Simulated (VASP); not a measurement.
## NaI: single point with PBE

Crystal: NaI.

```
Na I
1.0
     4.03507   -0.02163   -0.02163
    -0.02163    4.03507   -0.02163
    -0.02163   -0.02163    4.03507
Na I
1 1
Direct
  0.00000 0.00000 0.00000
  0.50000 0.50000 0.50000
```

This cell differs from its parent crystal: epitaxial 111 strain +0.4%.

* Program: VASP 6.6.1
* Task: single point
* Functional: PBE
* Potentials or basis: VASP PAW PBE potentials, release 64 (Na_pv, I)
* Cutoff: 520 eV
* k mesh: 6 × 6 × 6
* Occupations: fermi-dirac, width 0.02 eV
* Spin: no spin polarisation
* Dipole correction: no
* Further INCAR settings: ALGO = Normal; EDIFF = 1e-06; NBANDS = 14

The pressure is 0.4 GPa. The band gap on the k mesh is 2.31 eV (least direct gap 2.78 eV).

Levels at points of the mesh, in eV from the valence-band top:
| k point | band 3 | band 4 | band 5 | band 6 | band 7 | band 8 | band 9 | band 10 | band 11 | band 12 |
| --- | --- | --- | --- | --- | --- | --- | --- | --- | --- | --- |
| (0.00, 0.00, 0.00) | -23.70 | -11.84 | -0.69 | -0.64 | -0.64 | 2.31 | 5.58 | 5.58 | 11.16 | 11.16 |
| (0.50, 0.00, 0.00) | -23.70 | -11.50 | -3.28 | -0.34 | -0.31 | 4.64 | 6.32 | 7.05 | 7.89 | 7.94 |
| (0.50, 0.50, 0.00) | -23.70 | -11.22 | -2.62 | -2.59 | 0.00 | 2.78 | 7.00 | 8.24 | 8.32 | 8.88 |
| (0.50, 0.50, 0.50) | -23.70 | -10.94 | -2.12 | -2.12 | -2.09 | 4.14 | 4.14 | 4.24 | 6.57 | 13.55 |

It took 9.2 s on 1 thread of Intel(R) Xeon(R) 6975P-C (Granite Rapids), on a shared host, peak memory 0.18 GiB.

Caveat: the cell differs from its parent crystal (epitaxial 111 strain +0.4%); the structure was generated, so it needn't be the stable form of NaI; spin-orbit coupling is left out, which moves the levels of the heavy elements. A k mesh can miss the band edges.
